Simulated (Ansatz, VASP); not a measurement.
**One calculation of Al, two programs**

```
Al
1.0
     0.00000    1.99172    1.99172
     1.99172    0.00000    1.99172
     1.99172    1.99172    0.00000
Al
1
Direct
  0.00000 0.00000 0.00000
```

Alike in both runs: functional PBEsol; dispersion D4; k mesh 18 × 18 × 18; occupations gaussian, width 0.1 eV; no spin polarisation.

Ansatz relaxed the structure, and its values are those at the end. VASP's run is a single point on that final structure, the one shown.

|  | VASP | Ansatz |
| --- | --- | --- |
| version | VASP 6.6.1 | Ansatz 0.2.0 |
| potentials or method | VASP PAW PBE potentials, release 64 (Al), cutoff 500 eV | scalar-relativistic, plane waves, PAW |
| valence electrons in the cell | 3 | 3 |

VASP gave:

```
gap on the k mesh at the Fermi level (eV) : none
pressure (GPa)                            : 0.1
```

Which values does Ansatz return?

gap on the k mesh at the Fermi level (eV): none; pressure (GPa): 0.0.

VASP's potentials were made for PBE, not for PBEsol, and Ansatz warns of the same on its side. A gap of «none» marks a metal or a gap that the smearing closes.
